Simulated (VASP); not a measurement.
# CaSe (Fm-3m) in VASP: notebook

CaSe is run at these levels: PBE; tasks: single point.

Program: VASP 6.6.1. These are calculated values, not measurements. Logs are shortened: lines on timing, memory, paths and dates and some standing lists are left out, and cuts for length are marked.

## (1) The cell of the first run

The structure is cubic, space group Fm-3m (No. 225). Conventional cell: a = 5.773 Å, b = 5.773 Å, c = 5.773 Å, α = 90.00°, β = 90.00°, γ = 90.00°. Within 3.8 Å of Ca (site symmetry m-3m) lie 6 Se at 2.89 Å. Se (site symmetry m-3m) has 6 Ca at 2.89 Å within 3.8 Å.

## (2) Single point, PBE (24.05 Å³/atom)

INCAR reads:

```
SYSTEM = CaSe
ALGO = Normal
EDIFF = 1E-7
ENCUT = 520
GGA = PE
ISIF = 2
ISMEAR = 0
LASPH = .TRUE.
LCHARG = .TRUE.
LELF = .TRUE.
LREAL = .FALSE.
LVHAR = .TRUE.
LWAVE = .FALSE.
NBANDS = 15
NELM = 100
PREC = Accurate
SIGMA = 0.02
```

KPOINTS reads:

```
k-points
0
G
  8 8 8
  0 0 0
```

POSCAR reads:

```
CaSe
1.0
    0.0000000000      2.8865066133      2.8865066133
    2.8865066133      0.0000000000      2.8865066133
    2.8865066133      2.8865066133      0.0000000000
Ca Se
1 1
Direct
    0.5000000000      0.5000000000      0.5000000000
    0.0000000000      0.0000000000      0.0000000000
```

Potentials or basis: VASP PAW PBE potentials, release 64 (Ca_sv, Se).

The run is started by

```bash
> cat potpaw_PBE.64/Ca_sv/POTCAR potpaw_PBE.64/Se/POTCAR > POTCAR
> mpirun -np 1 vasp_std > vasp.out
```

OUTCAR:

```text
SYSTEM = CaSe
   EDIFF = 1E-7
   ENCUT = 520
   GGA = PE
   ISIF = 2
   ISMEAR = 0
   LASPH = .TRUE.
   LREAL = .FALSE.
   NELM = 100
   PREC = Accurate

 ion  position               nearest neighbor table
   1  0.500  0.500  0.500-   2 2.89   2 2.89   2 2.89   2 2.89   2 2.89   2 2.89
   2  0.000  0.000  0.000-   1 2.89   1 2.89   1 2.89   1 2.89   1 2.89   1 2.89

  LATTYP: Found a face centered cubic cell.
 ALAT       =     5.7730132266

  Lattice vectors:

 A1 = (   0.0000000000,   2.8865066133,   2.8865066133)
 A2 = (   2.8865066133,   0.0000000000,   2.8865066133)
 A3 = (   2.8865066133,   2.8865066133,   0.0000000000)

Analysis of symmetry for initial positions (statically):
=====================================================================
 Subroutine PRICEL returns:
 Original cell was already a primitive cell.

 Routine SETGRP: Setting up the symmetry group for a
 face centered cubic supercell.

 Subroutine GETGRP returns: Found 48 space group operations
 (whereof 48 operations were pure point group operations)
 out of a pool of 48 trial point group operations.

The static configuration has the point symmetry O_h .

Analysis of symmetry for dynamics (positions and initial velocities):
=====================================================================
 Subroutine PRICEL returns:
 Original cell was already a primitive cell.

 Routine SETGRP: Setting up the symmetry group for a
 face centered cubic supercell.

 Subroutine GETGRP returns: Found 48 space group operations
 (whereof 48 operations were pure point group operations)
 out of a pool of 48 trial point group operations.

The dynamic configuration has the point symmetry O_h .

 Subroutine INISYM returns: Found 48 space group operations
 (whereof 48 operations are pure point group operations),
 and found     1 'primitive' translations

----------------------------------------------------------------------------------------

                                     Primitive cell

  volume of cell :      48.1003

  direct lattice vectors                    reciprocal lattice vectors
     0.000000000  2.886506613  2.886506613    -0.173219766  0.173219766  0.173219766
     2.886506613  0.000000000  2.886506613     0.173219766 -0.173219766  0.173219766
     2.886506613  2.886506613  0.000000000     0.173219766  0.173219766 -0.173219766

  length of vectors
     4.082136800  4.082136800  4.082136800     0.300025436  0.300025436  0.300025436

  position of ions in fractional coordinates (direct lattice)
     0.500000000  0.500000000  0.500000000
     0.000000000  0.000000000  0.000000000

  ion indices of the primitive-cell ions
   primitive index   ion index
                 1           1
                 2           2

----------------------------------------------------------------------------------------

 KPOINTS: k-points

Automatic generation of k-mesh.
 Grid dimensions read from file:
 generate k-points for:    8    8    8

 Generating k-lattice:

  Cartesian coordinates                     Fractional coordinates (reciprocal lattice)
    -0.021652471  0.021652471  0.021652471     0.125000000  0.000000000  0.000000000
     0.021652471 -0.021652471  0.021652471     0.000000000  0.125000000  0.000000000
     0.021652471  0.021652471 -0.021652471     0.000000000  0.000000000  0.125000000

  Length of vectors
     0.037503179  0.037503179  0.037503179

  Shift w.r.t. Gamma in fractional coordinates (k-lattice)
     0.000000000  0.000000000  0.000000000

 Subroutine IBZKPT returns following result:
 ===========================================

 Found     29 irreducible k-points:

 Following reciprocal coordinates:
            Coordinates               Weight
  0.000000  0.000000  0.000000      1.000000
  0.125000  0.000000  0.000000      8.000000
  0.250000  0.000000  0.000000      8.000000
  0.375000  0.000000  0.000000      8.000000
  0.500000  0.000000  0.000000      4.000000
  0.125000  0.125000  0.000000      6.000000
[... 16 lines left out ...]
  0.500000  0.250000  0.125000     48.000000
 -0.375000  0.250000  0.125000     24.000000
 [... further k-points ...]
   k-points           NKPTS =     29   k-points in BZ     NKDIM =     29   number of bands    NBANDS=     15
   number of dos      NEDOS =    301   number of ions     NIONS =      2
   total plane-waves  NPLWV =  27000
   dimension x,y,z NGX =    30 NGY =   30 NGZ =   30
   dimension x,y,z NGXF=    60 NGYF=   60 NGZF=   60
   ions per type =               1   1
   NGX,Y,Z   is equivalent  to a cutoff of  12.22, 12.22, 12.22 a.u.
   NGXF,Y,Z  is equivalent  to a cutoff of  24.44, 24.44, 24.44 a.u.
 SYSTEM =  CaSe
   PREC   = accura    normal or accurate (medium, high low for compatibility)
   ISTART =      0    job   : 0-new  1-cont  2-samecut
   ICHARG =      2    charge: 1-file 2-atom 10-const
   ISPIN  =      1    spin polarized calculation?
   LNONCOLLINEAR =      F non collinear calculations
   LSORBIT =      F    spin-orbit coupling
   LASPH  =      T    aspherical Exc in radial PAW
   ENCUT  =  520.0 eV  38.22 Ry    6.18 a.u.   7.59  7.59  7.59*2*pi/ulx,y,z
   NELM   =    100;   NELMIN=  2; NELMDL= -5     # of ELM steps
   EDIFF  = 0.1E-06   stopping-criterion for ELM
   LREAL  =      F    real-space projection
   EDIFFG = 0.1E-05   stopping-criterion for IOM
   NSW    =      0    number of steps for IOM
   IBRION =     -1    ionic relax: 0-MD 1-quasi-New 2-CG
   NFREE  =      0    steps in history (QN), initial steepest desc. (CG)
   ISIF   =      2    stress and relaxation
   ISYM   =      2    0-nonsym 1-usesym 2-fastsym
   POTIM  = 0.5000    time-step for ionic-motion
   TEBEG  =    0.0;   TEEND  =   0.0 temperature during run
   PSTRESS=    0.0 pullay stress
   NELECT =      16.0000    total number of electrons
   NUPDOWN=      -1.0000    fix difference up-down
   EMIN   =  10.00;   EMAX   =-10.00  energy-range for DOS
   EFERMI =   0.00;   METHOD = LEGACY
   ISMEAR =     0;   SIGMA  =   0.02  broadening in eV -4-tet -1-fermi 0-gaus
   EFERMI_NEDOS =   21; number of points for ismear=-14 and -15
   IALGO  =     38    algorithm
   IMIX   =      4    mixing-type and parameters
     AMIX     =   0.40;   BMIX     =  1.00
     AMIX_MAG =   1.60;   BMIX_MAG =  1.00
  volume/ion in A,a.u.               =      24.05       162.30
  Fermi-wavevector in a.u.,A,eV,Ry     =   1.134311  2.143538 17.506102  1.286662
  Thomas-Fermi vector in A             =   2.271015
   LORBIT       =      0    0 simple, 1 ext, 2 COOP (PROOUT), +10 PAW based schemes
   GGA     = PE    functional components
   LHFCALC =     F    Hartree Fock is set to
   AEXX    =    0.0000 exact exchange contribution
   IVDW    =     0    specifies the selected vdW correction
   LEPSILON=     F    determine dielectric tensor
   LRPA    =     F    only Hartree local field effects (RPA)
 non-spin polarized calculation
 Gauss-broadening in eV      SIGMA  =   0.02
  energy-cutoff  :      520.00
  volume of cell :       48.10
 maximum number of plane-waves:      1314
   NGX = 15   NGY = 15   NGZ = 15

 number of electron      16.0000001 magnetization

 Free energy of the ion-electron system (eV)
  ---------------------------------------------------
  ext. energy  EPLUGINS =         0.00000000
  ---------------------------------------------------
  free energy    TOTEN  =        -9.40348382 eV

  energy without entropy =       -9.40348382  energy(sigma->0) =       -9.40348382

 E-fermi :   3.1303     XC(G=0):  -9.4684

 val. band max:        2.9752226989   @ k =   0.0000   0.0000   0.0000
 cond. band min:       4.8046831332   @ k =   0.5000   0.5000   0.0000
 fundamental gap:      1.8294604343
 Fermi energy:         3.1303054469

 k-point     1 :       0.0000    0.0000    0.0000
  band No.  band energies     occupation
      1     -36.5626      2.00000
      2     -17.5703      2.00000
      3     -17.5703      2.00000
      4     -17.5703      2.00000
      5      -9.0926      2.00000
      6       2.9752      2.00000
      7       2.9752      2.00000
      8       2.9752      2.00000
      9       6.6401      0.00000
     10       6.6401      0.00000
     11       6.6401      0.00000
     12       6.7277      0.00000
     13       7.2843      0.00000
     14       7.2843      0.00000
     15      12.7793      0.00000

 k-point     2 :       0.1250    0.0000    0.0000
  band No.  band energies     occupation
      1     -36.5611      2.00000
      2     -17.5950      2.00000
      3     -17.5718      2.00000
      4     -17.5718      2.00000
      5      -8.9803      2.00000
      6       2.1527      2.00000
      7       2.6941      2.00000
      8       2.6941      2.00000
      9       6.6401      0.00000
     10       6.8747      0.00000
     11       6.8747      0.00000
     12       7.6577      0.00000
     13       7.7474      0.00000
     14       7.7474      0.00000
     15      13.0554      0.00000

 k-point     3 :       0.2500    0.0000    0.0000
  band No.  band energies     occupation
      1     -36.5575      2.00000
      2     -17.6532      2.00000
      3     -17.5754      2.00000
      4     -17.5754      2.00000
      5      -8.6944      2.00000
      6       0.8106      2.00000
      7       2.1676      2.00000
      8       2.1676      2.00000
      9       6.7454      0.00000
     10       7.4452      0.00000
     11       7.4452      0.00000
     12       8.8644      0.00000
     13       8.8644      0.00000
     14       9.1413      0.00000
     15      12.7720      0.00000
[... 343 lines left out ...]
 k-point    23 :       0.5000    0.2500    0.1250
  band No.  band energies     occupation
      1     -36.5520      2.00000
      2     -17.6894      2.00000
      3     -17.6130      2.00000
      4     -17.5886      2.00000
      5      -8.3580      2.00000
      6       0.0514      2.00000
      7       1.3870      2.00000
      8       1.6864      2.00000
      9       6.8665      0.00000
     10       8.3731      0.00000
     11       8.6670      0.00000
     12       8.8544      0.00000
     13       9.3768      0.00000
     14      11.1315      0.00000
     15      11.4696      0.00000

 k-point    24 :      -0.3750    0.2500    0.1250
  band No.  band energies     occupation
      1     -36.5508      2.00000
      2     -17.7016      2.00000
      3     -17.6153      2.00000
      4     -17.5931      2.00000
      5      -8.2735      2.00000
      6      -0.1033      2.00000
      7       1.1767      2.00000
      8       1.5871      2.00000
      9       7.5300      0.00000
     10       7.8265      0.00000
     11       8.9006      0.00000
     12       9.2668      0.00000
     13       9.6133      0.00000
     14      10.5058      0.00000
     15      12.1167      0.00000

 [... further k-points ...]
[... 5 lines left out ...]
  --------------------------------------------------------------------------------------
  -------------------------------------------------------------------------------------
  Total        1.7219260      1.7219260      1.7219260      0.0000000      0.0000000      0.0000000
  in kB       57.3558071     57.3558071     57.3558071      0.0000000      0.0000000      0.0000000
  external PRESSURE =      57.3558071 kB  Pullay stress =       0.0000000 kB

 VOLUME and BASIS-vectors are now :
 -----------------------------------------------------------------------------
  energy-cutoff  :      520.00
  volume of cell :       48.10
      direct lattice vectors                 reciprocal lattice vectors
     0.000000000  2.886506613  2.886506613    -0.173219766  0.173219766  0.173219766
     2.886506613  0.000000000  2.886506613     0.173219766 -0.173219766  0.173219766
     2.886506613  2.886506613  0.000000000     0.173219766  0.173219766 -0.173219766

 POSITION                                       TOTAL-FORCE (eV/Angst)
 -----------------------------------------------------------------------------------
      2.88651      2.88651      2.88651        -0.000000      0.000000      0.000000
      0.00000      0.00000      0.00000         0.000000     -0.000000     -0.000000
 -----------------------------------------------------------------------------------
    total drift:                                0.000000      0.000000      0.000000

  FREE ENERGIE OF THE ION-ELECTRON SYSTEM (eV)
  ---------------------------------------------------
  free  energy   TOTEN  =        -9.4034838247 eV

  energy  without entropy=       -9.4034838247  energy(sigma->0) =       -9.40348382
```

Wall time 36 s (1 thread of Intel Xeon 8259CL, shared host); peak memory 0.18 GiB.

What came out:

- Free energy: -9.4035 eV
- Pressure: 5.7 GPa
- Band gap on the k mesh: 1.83 eV (least direct gap 2.83 eV)

Caveat: the cell stands under pressure. A k mesh can miss the band edges.

## (3) Single point, PBE (24.84 Å³/atom)

This run uses another cell than the first one, of 24.84 Å³/atom.

INCAR reads:

```
ALGO = Normal
EDIFF = 1E-6
ENCUT = 520
GGA = PE
ISIF = 2
ISMEAR = 0
LASPH = True
LCHARG = False
LREAL = False
LWAVE = False
NBANDS = 15
NELM = 100
PREC = Accurate
SIGMA = 0.02
```

KPOINTS reads:

```
k-points
0
Gamma
  8 8 8
```

POSCAR reads:

```
CaSe
1.0
    0.0000000000      2.9178841434      2.9178841434
    2.9178841434      0.0000000000      2.9178841434
    2.9178841434      2.9178841434      0.0000000000
Ca Se
1 1
Direct
    0.5000000000      0.5000000000      0.5000000000
    0.0000000000      0.0000000000      0.0000000000
```

Potentials or basis: VASP PAW PBE potentials, release 64 (Ca_sv, Se).

The run is started by

```bash
> cat potpaw_PBE.64/Ca_sv/POTCAR potpaw_PBE.64/Se/POTCAR > POTCAR
> mpirun -np 1 vasp_std > vasp.out
```

OUTCAR:

```text
EDIFF = 1E-6
   ENCUT = 520
   GGA = PE
   ISIF = 2
   ISMEAR = 0
   LASPH = True
   LREAL = False
   NELM = 100
   PREC = Accurate

 ion  position               nearest neighbor table
   1  0.500  0.500  0.500-   2 2.92   2 2.92   2 2.92   2 2.92   2 2.92   2 2.92
   2  0.000  0.000  0.000-   1 2.92   1 2.92   1 2.92   1 2.92   1 2.92   1 2.92

  LATTYP: Found a face centered cubic cell.
 ALAT       =     5.8357682868

  Lattice vectors:

 A1 = (   0.0000000000,   2.9178841434,   2.9178841434)
 A2 = (   2.9178841434,   0.0000000000,   2.9178841434)
 A3 = (   2.9178841434,   2.9178841434,   0.0000000000)

Analysis of symmetry for initial positions (statically):
=====================================================================
 Subroutine PRICEL returns:
 Original cell was already a primitive cell.

 Routine SETGRP: Setting up the symmetry group for a
 face centered cubic supercell.

 Subroutine GETGRP returns: Found 48 space group operations
 (whereof 48 operations were pure point group operations)
 out of a pool of 48 trial point group operations.

The static configuration has the point symmetry O_h .

Analysis of symmetry for dynamics (positions and initial velocities):
=====================================================================
 Subroutine PRICEL returns:
 Original cell was already a primitive cell.

 Routine SETGRP: Setting up the symmetry group for a
 face centered cubic supercell.

 Subroutine GETGRP returns: Found 48 space group operations
 (whereof 48 operations were pure point group operations)
 out of a pool of 48 trial point group operations.

The dynamic configuration has the point symmetry O_h .

 Subroutine INISYM returns: Found 48 space group operations
 (whereof 48 operations are pure point group operations),
 and found     1 'primitive' translations

----------------------------------------------------------------------------------------

                                     Primitive cell
[... 114 lines left out ...]
  Thomas-Fermi vector in A             =   2.258771
   LORBIT       =      0    0 simple, 1 ext, 2 COOP (PROOUT), +10 PAW based schemes
   GGA     = PE    functional components
   LHFCALC =     F    Hartree Fock is set to
   AEXX    =    0.0000 exact exchange contribution
   IVDW    =     0    specifies the selected vdW correction
   LEPSILON=     F    determine dielectric tensor
   LRPA    =     F    only Hartree local field effects (RPA)
 non-spin polarized calculation
 Gauss-broadening in eV      SIGMA  =   0.02
  energy-cutoff  :      520.00
  volume of cell :       49.69
 maximum number of plane-waves:      1363
   NGX = 15   NGY = 15   NGZ = 15

 number of electron      16.0000002 magnetization

 Free energy of the ion-electron system (eV)
  ---------------------------------------------------
  ext. energy  EPLUGINS =         0.00000000
  ---------------------------------------------------
  free energy    TOTEN  =        -9.44967175 eV

  energy without entropy =       -9.44967175  energy(sigma->0) =       -9.44967175

 E-fermi :   2.8650     XC(G=0):  -9.3282

 val. band max:        2.7345234587   @ k =   0.0000   0.0000   0.0000
 cond. band min:       4.6552149588   @ k =   0.5000   0.5000   0.0000
 fundamental gap:      1.9206915001
 Fermi energy:         2.8649848750

 k-point     1 :       0.0000    0.0000    0.0000
  band No.  band energies     occupation
      1     -36.8940      2.00000
      2     -17.8957      2.00000
      3     -17.8957      2.00000
      4     -17.8957      2.00000
      5      -9.2103      2.00000
      6       2.7345      2.00000
      7       2.7345      2.00000
      8       2.7345      2.00000
      9       6.3001      0.00000
     10       6.4221      0.00000
     11       6.4221      0.00000
     12       6.4221      0.00000
     13       7.0321      0.00000
     14       7.0321      0.00000
[... 401 lines left out ...]
      2     -18.0083      2.00000
      3     -17.9348      2.00000
      4     -17.9156      2.00000
      5      -8.4540      2.00000
      6      -0.2313      2.00000
      7       1.0135      2.00000
      8       1.4154      2.00000
      9       7.2573      0.00000
     10       7.5483      0.00000
     11       8.5729      0.00000
     12       8.8998      0.00000
     13       9.2440      0.00000
     14      10.1338      0.00000
     15      11.6419      0.00000

 [... further k-points ...]
[... 5 lines left out ...]
  --------------------------------------------------------------------------------------
  -------------------------------------------------------------------------------------
  Total        1.1140344      1.1140344      1.1140344      0.0000000      0.0000000     -0.0000000
  in kB       35.9232021     35.9232021     35.9232021      0.0000000      0.0000000     -0.0000000
  external PRESSURE =      35.9232021 kB  Pullay stress =       0.0000000 kB

 VOLUME and BASIS-vectors are now :
 -----------------------------------------------------------------------------
  energy-cutoff  :      520.00
  volume of cell :       49.69
      direct lattice vectors                 reciprocal lattice vectors
     0.000000000  2.917884143  2.917884143    -0.171357043  0.171357043  0.171357043
     2.917884143  0.000000000  2.917884143     0.171357043 -0.171357043  0.171357043
     2.917884143  2.917884143  0.000000000     0.171357043  0.171357043 -0.171357043

 POSITION                                       TOTAL-FORCE (eV/Angst)
 -----------------------------------------------------------------------------------
      2.91788      2.91788      2.91788        -0.000000      0.000000     -0.000000
      0.00000      0.00000      0.00000         0.000000     -0.000000      0.000000
 -----------------------------------------------------------------------------------
    total drift:                                0.000000     -0.000000      0.000000

  FREE ENERGIE OF THE ION-ELECTRON SYSTEM (eV)
  ---------------------------------------------------
  free  energy   TOTEN  =        -9.4496717495 eV

  energy  without entropy=       -9.4496717495  energy(sigma->0) =       -9.44967175
```

stdout:

```text
POSCAR found type information on POSCAR CaSe
 POSCAR found :  2 types and       2 ions
 scaLAPACK will be used
 LDA part: xc-table for (Slater+PW92), standard interpolation
 POSCAR, INCAR and KPOINTS ok, starting setup
 FFT: planning ... GRIDC
 FFT: planning ... GRID_SOFT
 FFT: planning ... GRID
 WAVECAR not read
 entering main loop
```

Run time: 32 s. Hardware: 1 thread of Intel Xeon 8259CL, shared host; peak memory 0.18 GiB.

What came out:

* Free energy: -9.4497 eV
* Pressure: 3.6 GPa
* Band gap on the k mesh: 1.92 eV (least direct gap 2.89 eV)

Caveat: the cell stands under pressure. A k mesh can miss the band edges.

(Continued in part 2 of 2.)
